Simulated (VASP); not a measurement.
# CdS (Cmc2_1) in VASP: single point with r2SCAN

Aim: the single point of CdS with r2SCAN.

Program: VASP 6.6.1. These are calculated values, not measurements. Logs are shortened: lines on timing, memory, paths and dates and some standing lists are left out, and cuts for length are marked.

## (1) The cell of the first run

Symmetry: Cmc2_1, No. 36, orthorhombic system. The conventional cell has a = 4.242 Å, b = 7.213 Å, c = 6.766 Å, α = 90.00°, β = 90.00°, γ = 90.00°. Cd (site symmetry m) has 4 S at 2.56 Å within 3.4 Å. S (site symmetry m) has 4 Cd at 2.56 Å within 3.4 Å.

## (2) Single point, r2SCAN (uniaxial x strain +1.9%)

The input, POSCAR:

```
CdS
1.0
    4.2416464008      0.0000000000      0.0000000000
   -2.1208232004      3.6066505026      0.0000000000
    0.0000000000      0.0000000000      6.7660104931
Cd S
2 2
Direct
    0.3331974106      0.6663948212     -0.0020257160
    0.6668025894      0.3336051788      0.4979742840
    0.3306982450      0.6613964900      0.3770257160
    0.6693017550      0.3386035100      0.8770257160
```

The input, INCAR.step1:

```
SYSTEM = CdS
ALGO = Normal ; EDIFF = 1E-4
ENCUT = 520 ; GGA = PE
ISMEAR = 0 ; LASPH = .True.
LCHARG = .False. ; LREAL = .False.
LWAVE = .True. ; NBANDS = 26
NELM = 80 ; PREC = Accurate
SIGMA = 0.01
```

The input, INCAR.step2:

```
SYSTEM = CdS
ALGO = Normal ; EDIFF = 1E-6
ENCUT = 520 ; ISIF = 2
ISMEAR = 0 ; ISTART = 1
LASPH = .True. ; LCHARG = .False.
LMIXTAU = .True. ; LREAL = .False.
LWAVE = .False. ; METAGGA = R2SCAN
NBANDS = 26 ; NELM = 80
PREC = Accurate ; SIGMA = 0.01
```

The input, KPOINTS:

```
k-points
0
Gamma
  12 12 4
  0 0 0
```

Potentials or basis: VASP PAW PBE potentials, release 64 (Cd, S).

On the command line:

```
$ cat potpaw_PBE.64/Cd/POTCAR potpaw_PBE.64/S/POTCAR > POTCAR
$ cp INCAR.step1 INCAR
$ mpirun -np 1 vasp_std > vasp.out
$ cp INCAR.step2 INCAR
$ mpirun -np 1 vasp_std > vasp.out
```

OUTCAR:

```text
SYSTEM = CdS
   EDIFF = 1E-6
   ENCUT = 520
   ISIF = 2
   ISMEAR = 0
   ISTART = 1
   LASPH = .True.
   LREAL = .False.
   METAGGA = R2SCAN
   NELM = 80
   PREC = Accurate

 ion  position               nearest neighbor table
   1  0.333  0.666  0.998-   4 2.56   4 2.56   4 2.56   3 2.56
   2  0.667  0.334  0.498-   3 2.56   3 2.56   3 2.56   4 2.56
   3  0.331  0.661  0.377-   2 2.56   2 2.56   2 2.56   1 2.56
   4  0.669  0.339  0.877-   1 2.56   1 2.56   1 2.56   2 2.56

  Warning from LATTYP: Monoclinic adjustment (A1->A3, A2->A1, A3->A2)!
  LATTYP: Found a base centered orthorhombic cell.
 ALAT       =     4.2416464008
 B/A-ratio  =     1.7005898945
 C/A-ratio  =     1.5951377965

  Lattice vectors:

 A1 = (   2.1208232004,  -3.6066505026,   0.0000000000)
 A2 = (   2.1208232004,   3.6066505026,   0.0000000000)
 A3 = (   0.0000000000,   0.0000000000,   6.7660104931)

Analysis of symmetry for initial positions (statically):
=====================================================================
 Subroutine PRICEL returns:
 Original cell was already a primitive cell.

 Routine SETGRP: Setting up the symmetry group for a
 base centered orthorhombic supercell.

 Subroutine GETGRP returns: Found  4 space group operations
 (whereof  2 operations were pure point group operations)
 out of a pool of  8 trial point group operations.

The static configuration has the point symmetry C_1h.
 The point group associated with its full space group is C_2v.

Analysis of symmetry for dynamics (positions and initial velocities):
=====================================================================
 Subroutine PRICEL returns:
 Original cell was already a primitive cell.

 Routine SETGRP: Setting up the symmetry group for a
 base centered orthorhombic supercell.

 Subroutine GETGRP returns: Found  4 space group operations
 (whereof  2 operations were pure point group operations)
 out of a pool of  8 trial point group operations.

The dynamic configuration has the point symmetry C_1h.
 The point group associated with its full space group is C_2v.

 Subroutine INISYM returns: Found  4 space group operations
 (whereof  2 operations are pure point group operations),
 and found     1 'primitive' translations

----------------------------------------------------------------------------------------

[... 94 lines left out ...]
   ENCUT  =  520.0 eV  38.22 Ry    6.18 a.u.   7.89  7.78 12.58*2*pi/ulx,y,z
   NELM   =     80;   NELMIN=  2; NELMDL=  0     # of ELM steps
   EDIFF  = 0.1E-05   stopping-criterion for ELM
   LREAL  =      F    real-space projection
   EDIFFG = 0.1E-04   stopping-criterion for IOM
   NSW    =      0    number of steps for IOM
   IBRION =     -1    ionic relax: 0-MD 1-quasi-New 2-CG
   NFREE  =      0    steps in history (QN), initial steepest desc. (CG)
   ISIF   =      2    stress and relaxation
   ISYM   =      2    0-nonsym 1-usesym 2-fastsym
   POTIM  = 0.5000    time-step for ionic-motion
   TEBEG  =    0.0;   TEEND  =   0.0 temperature during run
   PSTRESS=    0.0 pullay stress
   NELECT =      36.0000    total number of electrons
   NUPDOWN=      -1.0000    fix difference up-down
   EMIN   =  10.00;   EMAX   =-10.00  energy-range for DOS
   EFERMI =   0.00;   METHOD = LEGACY
   ISMEAR =     0;   SIGMA  =   0.01  broadening in eV -4-tet -1-fermi 0-gaus
   EFERMI_NEDOS =   21; number of points for ismear=-14 and -15
   IALGO  =     38    algorithm
   IMIX   =      4    mixing-type and parameters
     AMIX     =   0.40;   BMIX     =  1.00
     AMIX_MAG =   1.60;   BMIX_MAG =  1.00
  volume/ion in A,a.u.               =      25.88       174.63
  Fermi-wavevector in a.u.,A,eV,Ry     =   1.151291  2.175625 18.034141  1.325472
  Thomas-Fermi vector in A             =   2.287950
   LORBIT       =      0    0 simple, 1 ext, 2 COOP (PROOUT), +10 PAW based schemes
   METAGGA = R2SCAN    functional components
   LHFCALC =     F    Hartree Fock is set to
   AEXX    =    0.0000 exact exchange contribution
   IVDW    =     0    specifies the selected vdW correction
   LEPSILON=     F    determine dielectric tensor
   LRPA    =     F    only Hartree local field effects (RPA)
 non-spin polarized calculation
 Gauss-broadening in eV      SIGMA  =   0.01
  energy-cutoff  :      520.00
  volume of cell :      103.51
 maximum number of plane-waves:      2814
   NGX = 15   NGY = 15   NGZ = 25

 number of electron      36.0000003 magnetization

 Free energy of the ion-electron system (eV)
  ---------------------------------------------------
  ext. energy  EPLUGINS =         0.00000000
  ---------------------------------------------------
  free energy    TOTEN  =       -59.37704616 eV

  energy without entropy =      -59.37704616  energy(sigma->0) =      -59.37704616

 E-fermi :   0.8183     XC(G=0):  -9.5189

 val. band max:        0.7100151530   @ k =   0.0000   0.0000   0.0000
 cond. band min:       2.2759607959   @ k =   0.0000   0.0000   0.0000
 fundamental gap:      1.5659456429
 Fermi energy:         0.8183139753

 k-point     1 :       0.0000    0.0000    0.0000
  band No.  band energies     occupation
      1     -11.9250      2.00000
      2     -11.5226      2.00000
      3      -7.1083      2.00000
      4      -7.1037      2.00000
      5      -7.1001      2.00000
      6      -7.0266      2.00000
[... 685 lines left out ...]
     25      10.1010      0.00000
     26      10.5511      0.00000

 [... further k-points ...]

------------------------ aborting loop because EDIFF is reached ----------------------------------------

  FORCE on cell =-STRESS in cart. coord.  units (eV):
  Direction    XX          YY          ZZ          XY          YZ          ZX
  --------------------------------------------------------------------------------------
  -------------------------------------------------------------------------------------
  Total       -0.8139740     -0.4214212     -0.3207362      0.0000000      0.0000000      0.0000000
  in kB      -12.5994014     -6.5231261     -4.9646357      0.0000000      0.0000000      0.0000000
  external PRESSURE =      -8.0290544 kB  Pullay stress =       0.0000000 kB

 VOLUME and BASIS-vectors are now :
 -----------------------------------------------------------------------------
  energy-cutoff  :      520.00
  volume of cell :      103.51
      direct lattice vectors                 reciprocal lattice vectors
     4.241646401  0.000000000  0.000000000     0.235757511  0.138632784  0.000000000
    -2.120823200  3.606650503  0.000000000     0.000000000  0.277265568  0.000000000
     0.000000000  0.000000000  6.766010493     0.000000000  0.000000000  0.147797583

 POSITION                                       TOTAL-FORCE (eV/Angst)
 -----------------------------------------------------------------------------------
      0.00000      2.40345      6.75230         0.000000      0.001327     -0.001778
      2.12082      1.20320      3.36930         0.000000     -0.001327     -0.001778
      0.00000      2.38543      2.55096        -0.000000     -0.000662      0.001778
      2.12082      1.22122      5.93397         0.000000      0.000662      0.001778
 -----------------------------------------------------------------------------------
    total drift:                               -0.000000     -0.000000     -0.008815

  FREE ENERGIE OF THE ION-ELECTRON SYSTEM (eV)
  ---------------------------------------------------
  free  energy   TOTEN  =       -59.3770461649 eV

  energy  without entropy=      -59.3770461649  energy(sigma->0) =      -59.37704616
```

OUTCAR.step1:

```text
SYSTEM = CdS
   EDIFF = 1E-4
   ENCUT = 520
   GGA = PE
   ISMEAR = 0
   LASPH = .True.
   LREAL = .False.
   NELM = 80
[... 927 lines left out ...]
      2.12082      1.20320      3.36930         0.000000     -0.002000      0.001621
      0.00000      2.38543      2.55096        -0.000000     -0.000565     -0.001621
      2.12082      1.22122      5.93397         0.000000      0.000565     -0.001621
 -----------------------------------------------------------------------------------
    total drift:                               -0.000000     -0.000000     -0.001766

  FREE ENERGIE OF THE ION-ELECTRON SYSTEM (eV)
  ---------------------------------------------------
  free  energy   TOTEN  =       -12.2947339706 eV

  energy  without entropy=      -12.2947339706  energy(sigma->0) =      -12.29473397
```

OSZICAR.step1:

```text
N       E                     dE             d eps       ncg     rms          rms(c)
DAV:   1     0.246408671977E+03    0.24641E+03   -0.17521E+04  6708   0.127E+03
DAV:   2     0.334696545953E+00   -0.24607E+03   -0.23764E+03  7330   0.317E+02
DAV:   3    -0.132476829729E+02   -0.13582E+02   -0.13496E+02  7980   0.743E+01
DAV:   4    -0.133921388656E+02   -0.14446E+00   -0.14433E+00  7736   0.740E+00
DAV:   5    -0.133943635116E+02   -0.22246E-02   -0.22245E-02  7976   0.915E-01    0.105E+01
DAV:   6    -0.123159586419E+02    0.10784E+01   -0.19418E+00  8774   0.139E+01    0.840E+00
DAV:   7    -0.122971967828E+02    0.18762E-01   -0.67434E-01  6992   0.436E+00    0.397E+00
DAV:   8    -0.122956830570E+02    0.15137E-02   -0.75428E-02  7196   0.269E+00    0.483E-01
DAV:   9    -0.122942893388E+02    0.13937E-02   -0.13299E-02  7532   0.138E+00    0.137E-01
DAV:  10    -0.122945778194E+02   -0.28848E-03   -0.11816E-03  7094   0.321E-01    0.120E-01
DAV:  11    -0.122947433748E+02   -0.16556E-03   -0.26443E-04  6382   0.112E-01    0.664E-02
DAV:  12    -0.122947339706E+02    0.94041E-05   -0.11401E-04  4786   0.833E-02
   1 F= -.12294734E+02 E0= -.12294734E+02  d E =-.331214E-16
```

Run time: 20 min. Hardware: 1 thread of Oxide Virtual Turin-like, shared host; peak memory 0.39 GiB.

Results:

```
Free energy            : -59.3770 eV
Pressure               : -0.8 GPa
Band gap on the k mesh : 1.57 eV
```

Forces in eV/Å, atoms in the order of the input:
```
Cd   0.000  0.001 -0.002
Cd   0.000 -0.001 -0.002
S    0.000 -0.001  0.002
S    0.000  0.001  0.002
```

Stress tensor (GPa, compression positive):
```
-1.26  0.00  0.00
 0.00 -0.65  0.00
 0.00  0.00 -0.50
```

Levels at points of the mesh, in eV from the valence-band top:
| k point | band 15 | band 16 | band 17 | band 18 | band 19 | band 20 | band 21 | band 22 |
| --- | --- | --- | --- | --- | --- | --- | --- | --- |
| (0.00, 0.00, 0.00) | -0.71 | -0.06 | -0.03 | 0.00 | 1.57 | 3.10 | 6.86 | 7.02 |
| (0.50, 0.00, 0.00) | -2.53 | -1.79 | -1.24 | -0.72 | 4.14 | 4.25 | 5.49 | 6.75 |
| (0.00, 0.50, 0.00) | -2.52 | -1.90 | -1.19 | -0.80 | 4.00 | 4.05 | 5.39 | 6.88 |
| (0.00, 0.00, 0.50) | -0.44 | -0.44 | -0.36 | -0.36 | 3.18 | 3.18 | 6.60 | 6.60 |
| (0.50, 0.00, 0.50) | -1.29 | -1.29 | -1.24 | -1.24 | 3.88 | 3.88 | 5.78 | 5.78 |
| (0.00, 0.50, 0.50) | -1.38 | -1.38 | -1.24 | -1.24 | 3.83 | 3.83 | 5.72 | 5.72 |

Caveat: the cell differs from its parent crystal (uniaxial x strain +1.9%); the PAW data sets were made with another functional, which shifts forces and pressure a little. A k mesh can miss the band edges.
